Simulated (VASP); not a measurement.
A run of VASP 6.6.1:

INCAR

```
SYSTEM = Sn
PREC = Accurate ; ENCUT = 520
EDIFF = 1E-7 ; ISMEAR = -1
SIGMA = 0.1 ; LREAL = .False.
LASPH = .True. ; NELM = 100
ALGO = Normal ; ISIF = 2
LWAVE = .False. ; LCHARG = .True.
LELF = .True. ; LVHAR = .True.
NBANDS = 13
```

Contents of KPOINTS:

```
Automatic mesh
0
Gamma
  15 15 15
  0 0 0
```

File POSCAR:

```
Sn
1.0
   -1.8527108838      1.8527108838      1.8527108838
    1.8527108838     -1.8527108838      1.8527108838
    1.8527108838      1.8527108838     -1.8527108838
Sn
1
Direct
    0.0000000000      0.0000000000      0.0000000000
```

Potentials or basis: VASP PAW LDA potentials, release 64 (Sn_d).

Command:

```sh
$ cat potpaw_LDA.64/Sn_d/POTCAR > POTCAR
$ mpirun -np 1 vasp_std > vasp.out
```

Hardware: 1 thread of Intel Xeon 8259CL (shared host).

Q: How long does it take, and how much memory?

A: Run time: 17 s on 1 thread of Intel Xeon 8259CL, on a shared host, peak memory 0.15 GiB. Counts: scf iterations 10, k points 120.
